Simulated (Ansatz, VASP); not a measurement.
MnSi in VASP and in Ansatz

```
CELL_PARAMETERS angstrom
4.49770 0.00000 0.00000
0.00000 4.49770 0.00000
0.00000 0.00000 4.49770
ATOMIC_POSITIONS crystal
Mn 0.36287 0.13713 0.86287
Mn 0.13713 0.86287 0.36287
Mn 0.86287 0.36287 0.13713
Mn 0.63713 0.63713 0.63713
Si 0.65439 0.84561 0.15439
Si 0.84561 0.15439 0.65439
Si 0.15439 0.65439 0.84561
Si 0.34561 0.34561 0.34561
```

Alike in both runs: functional PBE; k mesh 8 × 8 × 8; occupations gaussian, width 0.1 eV; no spin polarisation.

Ansatz relaxed the structure, and its values are those at the end. VASP's run is a single point on that final structure, the one shown.

|  | VASP | Ansatz |
| --- | --- | --- |
| version | VASP 6.6.1 | Ansatz 0.2.0 |
| potentials or method | VASP PAW PBE potentials, release 64 (Mn_pv, Si), cutoff 500 eV | scalar-relativistic, plane waves, PAW |
| valence electrons in the cell | 68 | 76 |

VASP gave:

* gap on the k mesh at the Fermi level (eV): none
* pressure (GPa): -0.1
* rms of the force components (eV/Å): 0.007

Estimate Ansatz's values.

gap on the k mesh at the Fermi level (eV): none; pressure (GPa): 0.0; rms of the force components (eV/Å): 0.002.

A gap of «none» marks a metal or a gap that the smearing closes. The functional is the same, so the differences come from potentials, cutoffs and numerics. VASP's potentials hold 68 valence electrons a cell and Ansatz's 76, so a difference there can come from the potentials and not from the codes.
